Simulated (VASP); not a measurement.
Write the native input for VASP 6.6.1 that does the following.

- Task: single point
- Functional: PBE
- Potentials or basis: VASP PAW PBE potentials, release 64 (Se)
- Cutoff: 500 eV
- k mesh: 5 × 5 × 4
- Occupations: gaussian, width 0.01 eV
- Spin: no spin polarisation
- Dipole correction: no
- Further INCAR settings: ALGO = Normal; EDIFF = 1e-06; NBANDS = 16

The structure of Se lies in POSCAR:

```
Se
1.0
    4.2921823110      0.0000000000      0.0000000000
   -2.1460911555      3.7171388030      0.0000000000
    0.0000000000      0.0000000000      4.8696244551
Se
3
Direct
    0.2254000000      0.0000000000      0.3333333333
    0.0000000000      0.2254000000      0.6666666667
    0.7746000000      0.7746000000      0.0000000000
```

The input as run:

INCAR

```
SYSTEM = Se
PREC     = Accurate       ! precision mode
ENCUT    = 500            ! plane-wave cutoff, eV
EDIFF    = 1E-6           ! SCF threshold, eV
ISMEAR   = 0              ! smearing method
SIGMA    = 0.01           ! smearing width, eV
LREAL    = .False.        ! projectors in reciprocal space
LASPH    = .True.         ! aspherical terms in the spheres
NELM     = 120            ! most SCF steps
ALGO     = Normal         ! electronic algorithm
ISIF     = 2              ! what is computed and relaxed
LWAVE    = .False.        ! write WAVECAR
LCHARG   = .False.        ! write CHGCAR
GGA      = PE             ! functional
NBANDS   = 16             ! bands
GGA_COMPAT= .False.
```

KPOINTS

```
regular mesh
0
Gamma
  5 5 4
  0 0 0
```

Potentials or basis: VASP PAW PBE potentials, release 64 (Se).

The run is started by

```console
$ cat potpaw_PBE.64/Se/POTCAR > POTCAR
$ mpirun -np 1 vasp_std > vasp.out
```

Results of the run:

```
Pressure               : 6.5 GPa
Largest force          : 1.019 eV/Å
Band gap on the k mesh : 1.19 eV (least direct gap 1.41 eV)
```

Caveat: the cell stands under pressure; an odd mesh through Γ misses points on the zone boundary, where band edges can lie; forces of over 1 eV/Å act on the atoms, so gaps and moduli don't describe the material at rest.

Wall time 21 s on 1 thread of Intel Xeon 8259CL (shared host), peak memory 0.18 GiB.
